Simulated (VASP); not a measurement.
# Zr3C2 (Cmmm) in VASP: single point with PBE

Aim: the single point of Zr3C2 with PBE.

All numbers are computed with VASP 6.6.1; they aren't measurements. Logs are shortened: lines on timing, memory, paths and dates and some standing lists are left out, and cuts for length are marked.

## 1. The cell of the first run

The structure is orthorhombic, space group Cmmm (No. 65). The conventional cell has a = 6.754 Å, b = 9.779 Å, c = 2.992 Å, α = 90.00°, β = 90.00°, γ = 90.00°. Zr (site symmetry m2m) has 2 C at 2.04 Å and 1 Zr at 2.59 Å within 2.7 Å. Zr (site symmetry mmm) has 14 Zr at 2.99 to 3.91 Å and 8 C at 3.33 Å within 4.0 Å. Within 2.7 Å of C (site symmetry 2/m) lie 2 Zr at 2.04 Å.

The cell was built from a structure type or drawn by symmetry, and may not be a known phase.

## 2. Single point, PBE, collinear spin

File INCAR:

```
  PREC = Accurate
  ENCUT = 520
  EDIFF = 1E-7
  ISMEAR = 0
  SIGMA = 0.1
  LREAL = F
  LASPH = T
  NELM = 150
  ALGO = Normal
  ISIF = 2
  LWAVE = F
  LCHARG = F
  ISPIN = 2
  MAGMOM = 1 1 1 0 0
  LORBIT = 11
  LMAXMIX = 4
  GGA = PE
  NBANDS = 34
```

File KPOINTS:

```
regular mesh
0
Gamma
  4 4 6
```

File POSCAR:

```
Zr3C2
1.0
    3.3771917173     -4.8894430437      0.0000000000
    3.3771917173      4.8894430437      0.0000000000
    0.0000000000      0.0000000000      2.9917643664
Zr C
3 2
Direct
    0.1325216000      0.8674784000      0.5000000000
    0.8674784000      0.1325216000      0.5000000000
    0.5000000000      0.5000000000      0.0000000000
    0.5000000000      0.0000000000      0.5000000000
    0.0000000000      0.5000000000      0.5000000000
```

Potentials or basis: VASP PAW PBE potentials, release 64 (Zr_sv, C).

Command:

```sh
> cat potpaw_PBE.64/Zr_sv/POTCAR potpaw_PBE.64/C/POTCAR > POTCAR
> mpirun -np 1 vasp_std > vasp.out
```

OUTCAR:

```text
PREC = Accurate
   ENCUT = 520
   EDIFF = 1E-7
   ISMEAR = 0
   LREAL = F
   LASPH = T
   NELM = 150
   ISIF = 2
   ISPIN = 2
   LORBIT = 11
   GGA = PE

 ion  position               nearest neighbor table
   1  0.133  0.867  0.500-   4 2.04   5 2.04   2 2.59   3 3.89   3 3.89
   2  0.867  0.133  0.500-   4 2.04   5 2.04   1 2.59   3 3.89   3 3.89
   3  0.500  0.500  0.000-   1 3.89   2 3.89   1 3.89   2 3.89
   4  0.500  0.000  0.500-   1 2.04   2 2.04
   5  0.000  0.500  0.500-   1 2.04   2 2.04

  LATTYP: Found a base centered orthorhombic cell.
 ALAT       =     6.7543834346
 B/A-ratio  =     1.4477836774
 C/A-ratio  =     0.4429367085

  Lattice vectors:

 A1 = (   3.3771917173,  -4.8894430437,   0.0000000000)
 A2 = (   3.3771917173,   4.8894430437,   0.0000000000)
 A3 = (   0.0000000000,   0.0000000000,   2.9917643664)

Analysis of symmetry for initial positions (statically):
=====================================================================
 Subroutine PRICEL returns:
 Original cell was already a primitive cell.

 Routine SETGRP: Setting up the symmetry group for a
 base centered orthorhombic supercell.

 Subroutine GETGRP returns: Found  8 space group operations
 (whereof  8 operations were pure point group operations)
 out of a pool of  8 trial point group operations.

The static configuration has the point symmetry D_2h.

Analysis of symmetry for dynamics (positions and initial velocities):
=====================================================================
 Subroutine PRICEL returns:
 Original cell was already a primitive cell.

 Routine SETGRP: Setting up the symmetry group for a
 base centered orthorhombic supercell.

 Subroutine GETGRP returns: Found  8 space group operations
 (whereof  8 operations were pure point group operations)
 out of a pool of  8 trial point group operations.

The dynamic configuration has the point symmetry D_2h.

Analysis of structural, dynamic, and magnetic symmetry:
=====================================================================
 Subroutine PRICEL returns:
 Original cell was already a primitive cell.

 Routine SETGRP: Setting up the symmetry group for a
 base centered orthorhombic supercell.

 Subroutine GETGRP returns: Found  8 space group operations
 (whereof  8 operations were pure point group operations)
 out of a pool of  8 trial point group operations.

The overall configuration has the point symmetry D_2h.

 Subroutine INISYM returns: Found  8 space group operations
 (whereof  8 operations are pure point group operations),
 and found     1 'primitive' translations

----------------------------------------------------------------------------------------

                                     Primitive cell

  volume of cell :      98.8035

  direct lattice vectors                    reciprocal lattice vectors
     3.377191717 -4.889443044  0.000000000     0.148052004 -0.102261136  0.000000000
     3.377191717  4.889443044  0.000000000     0.148052004  0.102261136  0.000000000
     0.000000000  0.000000000  2.991764366     0.000000000  0.000000000  0.334250923

  length of vectors
     5.942396585  5.942396585  2.991764366     0.179935365  0.179935365  0.334250923

  position of ions in fractional coordinates (direct lattice)
     0.132521600  0.867478400  0.500000000
     0.867478400  0.132521600  0.500000000
     0.500000000  0.500000000  0.000000000
     0.500000000  0.000000000  0.500000000
     0.000000000  0.500000000  0.500000000

  ion indices of the primitive-cell ions
   primitive index   ion index
                 1           1
                 2           2
                 3           3
                 4           4
                 5           5

----------------------------------------------------------------------------------------

 KPOINTS: regular mesh

Automatic generation of k-mesh.
 Grid dimensions read from file:
 generate k-points for:    4    4    6

 Generating k-lattice:

  Cartesian coordinates                     Fractional coordinates (reciprocal lattice)
     0.037013001 -0.025565284  0.000000000     0.250000000  0.000000000  0.000000000
     0.037013001  0.025565284  0.000000000     0.000000000  0.250000000  0.000000000
     0.000000000  0.000000000  0.055708487     0.000000000  0.000000000  0.166666667

  Length of vectors
     0.044983841  0.044983841  0.055708487

  Shift w.r.t. Gamma in fractional coordinates (k-lattice)
     0.000000000  0.000000000  0.000000000

 Subroutine IBZKPT returns following result:
 ===========================================

 Found     28 irreducible k-points:

 Following reciprocal coordinates:
            Coordinates               Weight
  0.000000  0.000000  0.000000      1.000000
  0.250000 -0.000000  0.000000      4.000000
  0.500000 -0.000000  0.000000      2.000000
  0.250000  0.250000  0.000000      2.000000
  0.500000  0.250000  0.000000      4.000000
 -0.250000  0.250000  0.000000      2.000000
[... 16 lines left out ...]
  0.250000 -0.000000  0.500000      4.000000
  0.500000 -0.000000  0.500000      2.000000
 [... further k-points ...]
   k-points           NKPTS =     28   k-points in BZ     NKDIM =     28   number of bands    NBANDS=     34
   number of dos      NEDOS =    301   number of ions     NIONS =      5
   total plane-waves  NPLWV =  55296
   dimension x,y,z NGX =    48 NGY =   48 NGZ =   24
   dimension x,y,z NGXF=    96 NGYF=   96 NGZF=   48
   ions per type =               3   2
   NGX,Y,Z   is equivalent  to a cutoff of  13.43, 13.43, 13.34 a.u.
   NGXF,Y,Z  is equivalent  to a cutoff of  26.86, 26.86, 26.67 a.u.
 SYSTEM =  unknown system
   PREC   = accura    normal or accurate (medium, high low for compatibility)
   ISTART =      0    job   : 0-new  1-cont  2-samecut
   ICHARG =      2    charge: 1-file 2-atom 10-const
   ISPIN  =      2    spin polarized calculation?
   LNONCOLLINEAR =      F non collinear calculations
   LSORBIT =      F    spin-orbit coupling
   LASPH  =      T    aspherical Exc in radial PAW
   ENCUT  =  520.0 eV  38.22 Ry    6.18 a.u.  11.05 11.05  5.56*2*pi/ulx,y,z
   NELM   =    150;   NELMIN=  2; NELMDL= -5     # of ELM steps
   EDIFF  = 0.1E-06   stopping-criterion for ELM
   LREAL  =      F    real-space projection
   EDIFFG = 0.1E-05   stopping-criterion for IOM
   NSW    =      0    number of steps for IOM
   IBRION =     -1    ionic relax: 0-MD 1-quasi-New 2-CG
   NFREE  =      0    steps in history (QN), initial steepest desc. (CG)
   ISIF   =      2    stress and relaxation
   ISYM   =      2    0-nonsym 1-usesym 2-fastsym
   POTIM  = 0.5000    time-step for ionic-motion
   TEBEG  =    0.0;   TEEND  =   0.0 temperature during run
   PSTRESS=    0.0 pullay stress
   NELECT =      44.0000    total number of electrons
   NUPDOWN=      -1.0000    fix difference up-down
   EMIN   =  10.00;   EMAX   =-10.00  energy-range for DOS
   EFERMI =   0.00;   METHOD = LEGACY
   ISMEAR =     0;   SIGMA  =   0.10  broadening in eV -4-tet -1-fermi 0-gaus
   EFERMI_NEDOS =   21; number of points for ismear=-14 and -15
   IALGO  =     38    algorithm
   IMIX   =      4    mixing-type and parameters
     AMIX     =   0.40;   BMIX     =  1.00
     AMIX_MAG =   1.60;   BMIX_MAG =  1.00
  volume/ion in A,a.u.               =      19.76       133.35
  Fermi-wavevector in a.u.,A,eV,Ry     =   1.250168  2.362474 21.264803  1.562919
  Thomas-Fermi vector in A             =   2.384174
   LORBIT       =     11    0 simple, 1 ext, 2 COOP (PROOUT), +10 PAW based schemes
   GGA     = PE    functional components
   LHFCALC =     F    Hartree Fock is set to
   AEXX    =    0.0000 exact exchange contribution
   IVDW    =     0    specifies the selected vdW correction
   LEPSILON=     F    determine dielectric tensor
   LRPA    =     F    only Hartree local field effects (RPA)
 spin polarized calculation
 Gauss-broadening in eV      SIGMA  =   0.10
  energy-cutoff  :      520.00
  volume of cell :       98.80
 maximum number of plane-waves:      2682
 NGX is ok and might be reduce to    48
   NGX = 23   NGY = 23   NGZ = 11

 number of electron      44.0000000 magnetization       0.0000152

 number of electron      44.0000000 magnetization      -0.0000004

 Free energy of the ion-electron system (eV)
  ---------------------------------------------------
  ext. energy  EPLUGINS =         0.00000000
  ---------------------------------------------------
  free energy    TOTEN  =       -37.84243811 eV

  energy without entropy =      -37.82829950  energy(sigma->0) =      -37.83536881

 E-fermi :   6.4158     XC(G=0): -10.3755

 val. band max:        6.3610566740   @ k =   0.5000   0.5000   0.1667
 cond. band min:       6.4211061518   @ k =   0.2500   0.2500   0.1667
 fundamental gap:      0.0600494777
 Fermi energy:         6.4157535124

 spin component 1

 k-point     1 :       0.0000    0.0000    0.0000
  band No.  band energies     occupation
      1     -43.4051      1.00000
      2     -41.6904      1.00000
      3     -41.4473      1.00000
      4     -21.4698      1.00000
      5     -21.3562      1.00000
      6     -20.7613      1.00000
[... 26 lines left out ...]
     33      11.1212      0.00000
     34      11.8781      0.00000

 k-point     2 :       0.2500   -0.0000    0.0000
  band No.  band energies     occupation
      1     -43.4051      1.00000
      2     -41.6901      1.00000
      3     -41.4477      1.00000
      4     -21.4709      1.00000
      5     -21.3556      1.00000
      6     -20.7613      1.00000
[... 26 lines left out ...]
     33      11.2799      0.00000
     34      12.1685      0.00000
[... 775 lines left out ...]
     33      12.2439      0.00000
     34      13.0476      0.00000

 k-point    24 :       0.5000   -0.0000    0.5000
  band No.  band energies     occupation
      1     -43.3093      1.00000
      2     -41.5833      1.00000
      3     -41.3457      1.00000
      4     -21.6201      1.00000
      5     -21.3721      1.00000
      6     -21.2566      1.00000
[... 26 lines left out ...]
     33      12.4076      0.00000
     34      12.9077      0.00000

 [... further k-points ...]

 spin component 2

 k-point     1 :       0.0000    0.0000    0.0000
  band No.  band energies     occupation
      1     -43.4051      1.00000
      2     -41.6904      1.00000
      3     -41.4473      1.00000
      4     -21.4698      1.00000
      5     -21.3562      1.00000
      6     -20.7614      1.00000
[... 26 lines left out ...]
     33      11.1212      0.00000
     34      11.8781      0.00000

 k-point     2 :       0.2500   -0.0000    0.0000
  band No.  band energies     occupation
      1     -43.4051      1.00000
      2     -41.6901      1.00000
      3     -41.4477      1.00000
      4     -21.4709      1.00000
      5     -21.3556      1.00000
      6     -20.7613      1.00000
[... 26 lines left out ...]
     33      11.2799      0.00000
     34      12.1686      0.00000
[... 775 lines left out ...]
     33      12.2439      0.00000
     34      13.0476      0.00000

 k-point    24 :       0.5000   -0.0000    0.5000
  band No.  band energies     occupation
      1     -43.3093      1.00000
      2     -41.5833      1.00000
      3     -41.3457      1.00000
      4     -21.6201      1.00000
      5     -21.3721      1.00000
      6     -21.2566      1.00000
[... 26 lines left out ...]
     33      12.4076      0.00000
     34      12.9344      0.00000

 [... further k-points ...]

------------------------ aborting loop because EDIFF is reached ----------------------------------------

  FORCE on cell =-STRESS in cart. coord.  units (eV):
  Direction    XX          YY          ZZ          XY          YZ          ZX
  --------------------------------------------------------------------------------------
  -------------------------------------------------------------------------------------
  Total        0.0492374      0.1512017      0.0260236     -0.0000000      0.0000000      0.0000000
  in kB        0.7984240      2.4518547      0.4219938     -0.0000000      0.0000000      0.0000000
  external PRESSURE =       1.2240909 kB  Pullay stress =       0.0000000 kB

 VOLUME and BASIS-vectors are now :
 -----------------------------------------------------------------------------
  energy-cutoff  :      520.00
  volume of cell :       98.80
      direct lattice vectors                 reciprocal lattice vectors
     3.377191717 -4.889443044  0.000000000     0.148052004 -0.102261136  0.000000000
     3.377191717  4.889443044  0.000000000     0.148052004  0.102261136  0.000000000
     0.000000000  0.000000000  2.991764366     0.000000000  0.000000000  0.334250923

 POSITION                                       TOTAL-FORCE (eV/Angst)
 -----------------------------------------------------------------------------------
      3.37719      3.59353      1.49588         0.000000     -0.003006      0.000000
      3.37719     -3.59353      1.49588         0.000000      0.003006     -0.000000
      3.37719      0.00000      0.00000         0.000000      0.000000     -0.000000
      1.68860     -2.44472      1.49588         0.000000      0.000000     -0.000000
      1.68860      2.44472      1.49588        -0.000000      0.000000     -0.000000
 -----------------------------------------------------------------------------------
    total drift:                               -0.000000     -0.000000     -0.000000

  FREE ENERGIE OF THE ION-ELECTRON SYSTEM (eV)
  ---------------------------------------------------
  free  energy   TOTEN  =       -37.8424381066 eV

  energy  without entropy=      -37.8282995043  energy(sigma->0) =      -37.83536881

 total charge

# of ion       s       p       d       tot
------------------------------------------
    1        2.245   5.977   1.967  10.189
    2        2.245   5.977   1.967  10.189
    3        2.149   5.921   1.495   9.566
    4        0.960   1.339   0.000   2.299
    5        0.960   1.339   0.000   2.299
--------------------------------------------------
tot          8.560  20.554   5.428  34.543

 magnetization (x)

# of ion       s       p       d       tot
------------------------------------------
    1       -0.000   0.000  -0.000  -0.000
    2       -0.000   0.000  -0.000  -0.000
    3       -0.000   0.000   0.000   0.000
    4       -0.000  -0.000   0.000  -0.000
    5       -0.000  -0.000   0.000  -0.000
--------------------------------------------------
tot         -0.000  -0.000   0.000  -0.000
```

It took 4.4 min on 1 thread of Intel Xeon 8259CL, shared host; peak memory 0.34 GiB.

What came out:

- Free energy: -37.8424 eV
- Pressure: 0.1 GPa
- Largest force: 0.003 eV/Å
- Band gap on the k mesh: zero (filled and empty bands overlap)
- Net moment: 0.00 μB per cell
- Valence electrons inside the program's atomic spheres: Zr 10.19, 9.57 (each value once); C 2.30

Forces in eV/Å, atoms in the order of the input:
```
Zr   0.000 -0.003  0.000
Zr   0.000  0.003  0.000
Zr   0.000  0.000  0.000
C    0.000  0.000  0.000
C    0.000  0.000  0.000
```

Levels at points of the mesh, in eV from the Fermi level:
Spin up:
```
           k point  band 19  band 20  band 21  band 22  band 23  band 24  band 25  band 26
(0.00, 0.00, 0.00)    -1.76    -0.91    -0.44    -0.44     0.11     0.91     0.95     0.99
(0.50, 0.00, 0.00)    -1.61    -1.38    -0.68    -0.55     0.85     0.87     1.07     1.49
(0.50, 0.50, 0.00)    -1.39    -1.09    -0.82    -0.63     0.70     0.90     1.31     1.58
(0.00, 0.00, 0.50)    -1.41    -1.24    -1.10    -0.37     0.75     1.50     1.82     1.85
(0.50, 0.00, 0.50)    -1.68    -1.41    -1.17    -0.12    -0.06     0.85     1.15     2.04
(0.50, 0.50, 0.50)    -1.81    -1.17    -1.12    -0.24     0.57     0.64     0.94     2.08
```
Spin down:
```
           k point  band 20  band 21  band 22  band 23  band 24  band 25
(0.00, 0.00, 0.00)    -0.91    -0.44    -0.44     0.11     0.91     0.95
(0.50, 0.00, 0.00)    -1.38    -0.68    -0.55     0.85     0.87     1.07
(0.50, 0.50, 0.00)    -1.09    -0.82    -0.63     0.70     0.90     1.31
(0.00, 0.00, 0.50)    -1.24    -1.10    -0.37     0.75     1.50     1.82
(0.50, 0.00, 0.50)    -1.41    -1.17    -0.12    -0.06     0.85     1.15
(0.50, 0.50, 0.50)    -1.17    -1.12    -0.24     0.57     0.64     0.94
```
